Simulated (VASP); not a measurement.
# GaN (P4_12_12) in VASP: further runs

GaN is run at these levels: PBE; tasks: single point, relaxation of cell and atoms.

Everything below comes from runs of VASP 6.6.1. Logs are shortened: lines on timing, memory, paths and dates and some standing lists are left out, and cuts for length are marked.

### Step 1. The cell of the first run

The structure is tetragonal, space group P4_12_12 (No. 92). The conventional cell has a = 5.116 Å, b = 5.116 Å, c = 2.793 Å, α = 90.00°, β = 90.00°, γ = 90.00°. Within 2.4 Å of Ga (site symmetry 2) lie 4 N at 1.82 to 1.87 Å. N (site symmetry 2) has 4 Ga at 1.82 to 1.87 Å within 2.4 Å.

The cell was built from a structure type or drawn by symmetry, and may not be a known phase.

### Step 2. Single point, PBE

INCAR

```
PREC = Accurate
ENCUT = 520
EDIFF = 1E-6
ISMEAR = 0
SIGMA = 0.1
LREAL = F
LASPH = T
NELM = 60
ALGO = Normal
ISIF = 2
LWAVE = F
LCHARG = F
GGA = PE
NBANDS = 46
```

KPOINTS

```
regular mesh
0
Gamma
  4 4 6
```

POSCAR

```
GaN
1.0
    5.1156632600      0.0000000000      0.0000000000
    0.0000000000      5.1156632600      0.0000000000
    0.0000000000      0.0000000000      2.7927058400
Ga N
4 4
Direct
    0.6692432600      0.6692432600      0.5000000000
    0.1692432600      0.8307567400      0.2500000000
    0.3307567400      0.3307567400      0.0000000000
    0.8307567400      0.1692432600      0.7500000000
    0.8307567400      0.8307567400      0.0000000000
    0.3307567400      0.6692432600      0.7500000000
    0.1692432600      0.1692432600      0.5000000000
    0.6692432600      0.3307567400      0.2500000000
```

Potentials or basis: VASP PAW PBE potentials, release 64 (Ga_d, N).

Launch:

```
$ cat potpaw_PBE.64/Ga_d/POTCAR potpaw_PBE.64/N/POTCAR > POTCAR
$ mpirun -np 1 vasp_std > vasp.out
```

OUTCAR:

```text
PREC = Accurate
   ENCUT = 520
   EDIFF = 1E-6
   ISMEAR = 0
   LREAL = F
   LASPH = T
   NELM = 60
   ISIF = 2
   GGA = PE

 ion  position               nearest neighbor table
   1  0.669  0.669  0.500-   5 1.82   5 1.82   8 1.87   6 1.87   2 2.78   4 2.78   4 2.78   2 2.78
                             3 2.82   3 2.82
   2  0.169  0.831  0.250-   6 1.82   6 1.82   7 1.87   5 1.87   1 2.78   3 2.78   3 2.78   1 2.78
                             4 2.82   4 2.82
   3  0.331  0.331  0.000-   7 1.82   7 1.82   8 1.87   6 1.87   2 2.78   4 2.78   2 2.78   4 2.78
                             1 2.82   1 2.82
   4  0.831  0.169  0.750-   8 1.82   8 1.82   5 1.87   7 1.87   1 2.78   3 2.78   1 2.78   3 2.78
                             2 2.82   2 2.82
   5  0.831  0.831  0.000-   1 1.82   1 1.82   4 1.87   2 1.87
   6  0.331  0.669  0.750-   2 1.82   2 1.82   3 1.87   1 1.87
   7  0.169  0.169  0.500-   3 1.82   3 1.82   4 1.87   2 1.87
   8  0.669  0.331  0.250-   4 1.82   4 1.82   1 1.87   3 1.87

  LATTYP: Found a simple tetragonal cell.
 ALAT       =     5.1156632600
 C/A-ratio  =     0.5459127581

  Lattice vectors:

 A1 = (   5.1156632600,   0.0000000000,   0.0000000000)
 A2 = (   0.0000000000,   5.1156632600,   0.0000000000)
 A3 = (   0.0000000000,   0.0000000000,   2.7927058400)

Analysis of symmetry for initial positions (statically):
=====================================================================
 Subroutine PRICEL returns:
 Original cell was already a primitive cell.

 Routine SETGRP: Setting up the symmetry group for a
 simple tetragonal supercell.

 Subroutine GETGRP returns: Found  8 space group operations
 (whereof  2 operations were pure point group operations)
 out of a pool of 16 trial point group operations.

The static configuration has the point symmetry C_2 .
 The point group associated with its full space group is D_4 .

Analysis of symmetry for dynamics (positions and initial velocities):
=====================================================================
 Subroutine PRICEL returns:
 Original cell was already a primitive cell.

 Routine SETGRP: Setting up the symmetry group for a
 simple tetragonal supercell.

 Subroutine GETGRP returns: Found  8 space group operations
 (whereof  2 operations were pure point group operations)
 out of a pool of 16 trial point group operations.

The dynamic configuration has the point symmetry C_2 .
 The point group associated with its full space group is D_4 .

 Subroutine INISYM returns: Found  8 space group operations
 (whereof  2 operations are pure point group operations),
 and found     1 'primitive' translations

----------------------------------------------------------------------------------------

                                     Primitive cell

  volume of cell :      73.0851

  direct lattice vectors                    reciprocal lattice vectors
     5.115663260  0.000000000  0.000000000     0.195478074  0.000000000  0.000000000
     0.000000000  5.115663260  0.000000000     0.000000000  0.195478074  0.000000000
     0.000000000  0.000000000  2.792705840     0.000000000  0.000000000  0.358075665

  length of vectors
     5.115663260  5.115663260  2.792705840     0.195478074  0.195478074  0.358075665

  position of ions in fractional coordinates (direct lattice)
     0.669243260  0.669243260  0.500000000
     0.169243260  0.830756740  0.250000000
     0.330756740  0.330756740  0.000000000
     0.830756740  0.169243260  0.750000000
     0.830756740  0.830756740  0.000000000
     0.330756740  0.669243260  0.750000000
     0.169243260  0.169243260  0.500000000
     0.669243260  0.330756740  0.250000000

  ion indices of the primitive-cell ions
   primitive index   ion index
                 1           1
                 2           2
                 3           3
                 4           4
                 5           5
                 6           6
                 7           7
                 8           8

----------------------------------------------------------------------------------------

 KPOINTS: regular mesh

Automatic generation of k-mesh.
 Grid dimensions read from file:
 generate k-points for:    4    4    6

 Generating k-lattice:

  Cartesian coordinates                     Fractional coordinates (reciprocal lattice)
     0.048869518  0.000000000  0.000000000     0.250000000  0.000000000  0.000000000
     0.000000000  0.048869518  0.000000000     0.000000000  0.250000000  0.000000000
     0.000000000  0.000000000  0.059679277     0.000000000  0.000000000  0.166666667

  Length of vectors
     0.048869518  0.048869518  0.059679277

  Shift w.r.t. Gamma in fractional coordinates (k-lattice)
     0.000000000  0.000000000  0.000000000

 Subroutine IBZKPT returns following result:
 ===========================================

 Found     24 irreducible k-points:

 Following reciprocal coordinates:
            Coordinates               Weight
  0.000000  0.000000  0.000000      1.000000
  0.250000  0.000000  0.000000      4.000000
  0.500000  0.000000  0.000000      2.000000
  0.250000  0.250000  0.000000      4.000000
  0.500000  0.250000  0.000000      4.000000
  0.500000  0.500000  0.000000      1.000000
[... 16 lines left out ...]
  0.500000  0.250000  0.500000      4.000000
  0.500000  0.500000  0.500000      1.000000
   k-points           NKPTS =     24   k-points in BZ     NKDIM =     24   number of bands    NBANDS=     46
   number of dos      NEDOS =    301   number of ions     NIONS =      8
   total plane-waves  NPLWV =  38400
   dimension x,y,z NGX =    40 NGY =   40 NGZ =   24
   dimension x,y,z NGXF=    80 NGYF=   80 NGZF=   48
   ions per type =               4   4
   NGX,Y,Z   is equivalent  to a cutoff of  13.00, 13.00, 14.29 a.u.
   NGXF,Y,Z  is equivalent  to a cutoff of  26.00, 26.00, 28.57 a.u.
 SYSTEM =  unknown system
   PREC   = accura    normal or accurate (medium, high low for compatibility)
   ISTART =      0    job   : 0-new  1-cont  2-samecut
   ICHARG =      2    charge: 1-file 2-atom 10-const
   ISPIN  =      1    spin polarized calculation?
   LNONCOLLINEAR =      F non collinear calculations
   LSORBIT =      F    spin-orbit coupling
   LASPH  =      T    aspherical Exc in radial PAW
   ENCUT  =  520.0 eV  38.22 Ry    6.18 a.u.   9.51  9.51  5.19*2*pi/ulx,y,z
   NELM   =     60;   NELMIN=  2; NELMDL= -5     # of ELM steps
   EDIFF  = 0.1E-05   stopping-criterion for ELM
   LREAL  =      F    real-space projection
   EDIFFG = 0.1E-04   stopping-criterion for IOM
   NSW    =      0    number of steps for IOM
   IBRION =     -1    ionic relax: 0-MD 1-quasi-New 2-CG
   NFREE  =      0    steps in history (QN), initial steepest desc. (CG)
   ISIF   =      2    stress and relaxation
   ISYM   =      2    0-nonsym 1-usesym 2-fastsym
   POTIM  = 0.5000    time-step for ionic-motion
   TEBEG  =    0.0;   TEEND  =   0.0 temperature during run
   PSTRESS=    0.0 pullay stress
   NELECT =      72.0000    total number of electrons
   NUPDOWN=      -1.0000    fix difference up-down
   EMIN   =  10.00;   EMAX   =-10.00  energy-range for DOS
   EFERMI =   0.00;   METHOD = LEGACY
   ISMEAR =     0;   SIGMA  =   0.10  broadening in eV -4-tet -1-fermi 0-gaus
   EFERMI_NEDOS =   21; number of points for ismear=-14 and -15
   IALGO  =     38    algorithm
   IMIX   =      4    mixing-type and parameters
     AMIX     =   0.40;   BMIX     =  1.00
     AMIX_MAG =   1.60;   BMIX_MAG =  1.00
  volume/ion in A,a.u.               =       9.14        61.65
  Fermi-wavevector in a.u.,A,eV,Ry     =   1.628956  3.078280 36.103018  2.653497
  Thomas-Fermi vector in A             =   2.721501
   LORBIT       =      0    0 simple, 1 ext, 2 COOP (PROOUT), +10 PAW based schemes
   GGA     = PE    functional components
   LHFCALC =     F    Hartree Fock is set to
   AEXX    =    0.0000 exact exchange contribution
   IVDW    =     0    specifies the selected vdW correction
   LEPSILON=     F    determine dielectric tensor
   LRPA    =     F    only Hartree local field effects (RPA)
 non-spin polarized calculation
 Gauss-broadening in eV      SIGMA  =   0.10
  energy-cutoff  :      520.00
  volume of cell :       73.09
 maximum number of plane-waves:      1990
 NGX is ok and might be reduce to    40
   NGX = 19   NGY = 19   NGZ = 11

 number of electron      71.9999939 magnetization

 Free energy of the ion-electron system (eV)
  ---------------------------------------------------
  ext. energy  EPLUGINS =         0.00000000
  ---------------------------------------------------
  free energy    TOTEN  =       -42.22349129 eV

  energy without entropy =      -42.22349129  energy(sigma->0) =      -42.22349129

 E-fermi :   8.6476     XC(G=0): -12.9693

 val. band max:        8.1809775805   @ k =   0.0000   0.0000   0.1667
 cond. band min:      10.9810942884   @ k =   0.0000   0.0000   0.0000
 fundamental gap:      2.8001167080
 Fermi energy:         8.6475944838

 k-point     1 :       0.0000    0.0000    0.0000
  band No.  band energies     occupation
      1     -10.2413      2.00000
      2      -8.3229      2.00000
      3      -8.3229      2.00000
      4      -7.6311      2.00000
      5      -6.0998      2.00000
      6      -6.0998      2.00000
[... 38 lines left out ...]
     45      19.3661      0.00000
     46      19.3687      0.00000

 k-point     2 :       0.2500    0.0000    0.0000
  band No.  band energies     occupation
      1     -10.0152      2.00000
      2      -8.6821      2.00000
      3      -8.2097      2.00000
      4      -7.7097      2.00000
      5      -6.0701      2.00000
      6      -6.0484      2.00000
[... 38 lines left out ...]
     45      19.3177      0.00000
     46      19.5871      0.00000

 k-point     3 :       0.5000    0.0000    0.0000
  band No.  band energies     occupation
      1      -9.4090      2.00000
      2      -9.4090      2.00000
      3      -7.9464      2.00000
      4      -7.9464      2.00000
      5      -5.9790      2.00000
      6      -5.9790      2.00000
[... 1018 lines left out ...]
     45      18.8811      0.00000
     46      18.8811      0.00000

 k-point    24 :       0.5000    0.5000    0.5000
  band No.  band energies     occupation
      1      -8.0372      2.00000
      2      -8.0372      2.00000
      3      -8.0372      2.00000
      4      -8.0372      2.00000
      5      -5.9141      2.00000
      6      -5.9141      2.00000
[... 38 lines left out ...]
     45      19.6614      0.00000
     46      19.6614      0.00000

------------------------ aborting loop because EDIFF is reached ----------------------------------------

  FORCE on cell =-STRESS in cart. coord.  units (eV):
  Direction    XX          YY          ZZ          XY          YZ          ZX
  --------------------------------------------------------------------------------------
  -------------------------------------------------------------------------------------
  Total       30.0431051     30.0431051     34.5009727      0.0000000      0.0000000      0.0000000
  in kB      658.6069474    658.6069474    756.3326168      0.0000000      0.0000000      0.0000000
  external PRESSURE =     691.1821705 kB  Pullay stress =       0.0000000 kB

 VOLUME and BASIS-vectors are now :
 -----------------------------------------------------------------------------
  energy-cutoff  :      520.00
  volume of cell :       73.09
      direct lattice vectors                 reciprocal lattice vectors
     5.115663260  0.000000000  0.000000000     0.195478074  0.000000000  0.000000000
     0.000000000  5.115663260  0.000000000     0.000000000  0.195478074  0.000000000
     0.000000000  0.000000000  2.792705840     0.000000000  0.000000000  0.358075665

 POSITION                                       TOTAL-FORCE (eV/Angst)
 -----------------------------------------------------------------------------------
      3.42362      3.42362      1.39635        -0.139698     -0.139698     -0.000000
      0.86579      4.24987      0.69818        -0.139698      0.139698      0.000000
      1.69204      1.69204      0.00000         0.139698      0.139698     -0.000000
      4.24987      0.86579      2.09453         0.139698     -0.139698     -0.000000
      4.24987      4.24987      0.00000         0.215105      0.215105     -0.000000
      1.69204      3.42362      2.09453         0.215105     -0.215105     -0.000000
      0.86579      0.86579      1.39635        -0.215105     -0.215105     -0.000000
      3.42362      1.69204      0.69818        -0.215105      0.215105     -0.000000
 -----------------------------------------------------------------------------------
    total drift:                                0.000000     -0.000000     -0.000000

  FREE ENERGIE OF THE ION-ELECTRON SYSTEM (eV)
  ---------------------------------------------------
  free  energy   TOTEN  =       -42.2234912875 eV

  energy  without entropy=      -42.2234912875  energy(sigma->0) =      -42.22349129
```

Run time: 60 s. Hardware: 1 thread of AMD EPYC 9R45 (Zen 5), shared host; peak memory 0.18 GiB.

What came out:

- Free energy: -42.2235 eV
- Pressure: 69.1 GPa
- Largest force: 0.304 eV/Å
- Band gap on the k mesh: 2.80 eV (least direct gap 3.01 eV)

Forces in eV/Å, atoms in the order of the input:
```
Ga  -0.140 -0.140  0.000
Ga  -0.140  0.140  0.000
Ga   0.140  0.140  0.000
Ga   0.140 -0.140  0.000
N    0.215  0.215  0.000
N    0.215 -0.215  0.000
N   -0.215 -0.215  0.000
N   -0.215  0.215  0.000
```

Caveat: the cell stands under pressure.

### Step 3. Single point, PBE

This run uses another cell than the first one, of 11.64 Å³/atom.

INCAR

```
SYSTEM = GaN
ALGO = Normal
EDIFF = 1E-7
ENCUT = 520
GGA = PE
ISIF = 2
ISMEAR = 0
LASPH = .True.
LCHARG = .False.
LREAL = .False.
LWAVE = .False.
NBANDS = 46
NELM = 60
PREC = Accurate
SIGMA = 0.1
```

KPOINTS

```
k-points
0
Gamma
  4 4 6
  0 0 0
```

POSCAR

```
GaN
1.0
    5.5658226636      0.0000000000      0.0000000000
    0.0000000000      5.5658226636      0.0000000000
    0.0000000000      0.0000000000      3.0049437694
Ga N
4 4
Direct
    0.6701409278      0.6701409278      0.5000000000
    0.1701409278      0.8298590722      0.2500000000
    0.3298590722      0.3298590722      0.0000000000
    0.8298590722      0.1701409278      0.7500000000
    0.8325932898      0.8325932898      0.0000000000
    0.3325932898      0.6674067102      0.7500000000
    0.1674067102      0.1674067102      0.5000000000
    0.6674067102      0.3325932898      0.2500000000
```

Potentials or basis: VASP PAW PBE potentials, release 64 (Ga_d, N).

Launch:

```
$ cat potpaw_PBE.64/Ga_d/POTCAR potpaw_PBE.64/N/POTCAR > POTCAR
$ mpirun -np 1 vasp_std > vasp.out
```

It took 70 s on 1 thread of AMD EPYC 9R45 (Zen 5), shared host; peak memory 0.2 GiB.

Results (log left out):

- Free energy: -45.7401 eV
- Pressure: 0.5 GPa
- Largest force: 0.012 eV/Å
- Band gap on the k mesh: 1.18 eV (least direct gap 1.29 eV)

Forces on the atoms (eV/Å):
```
Ga   0.007  0.007  0.000
Ga   0.007 -0.007  0.000
Ga  -0.007 -0.007  0.000
Ga  -0.007  0.007  0.000
N   -0.009 -0.009  0.000
N   -0.009  0.009  0.000
N    0.009  0.009  0.000
N    0.009 -0.009  0.000
```

Stress tensor (GPa, compression positive):
```
0.42 0.00 0.00
0.00 0.42 0.00
0.00 0.00 0.72
```

Levels at points of the mesh, in eV from the valence-band top:
```
           k point  band 33  band 34  band 35  band 36  band 37  band 38  band 39  band 40
(0.00, 0.00, 0.00)    -0.39    -0.33    -0.33    -0.11     1.18     4.51     4.51     6.59
(0.50, 0.00, 0.00)    -0.69    -0.69    -0.40    -0.40     3.57     3.57     4.92     4.92
(0.50, 0.50, 0.00)    -0.60    -0.60    -0.43    -0.43     4.10     4.10     4.20     4.20
(0.00, 0.00, 0.50)    -1.90    -1.90    -1.40    -1.40     3.13     3.13     4.56     4.56
(0.50, 0.00, 0.50)    -1.17    -1.17    -0.72    -0.72     3.64     3.64     4.72     4.72
(0.50, 0.50, 0.50)    -1.18    -1.18    -1.18    -1.18     4.07     4.07     4.07     4.07
```

A k mesh can miss the band edges.

(Continued in part 2 of 2.)
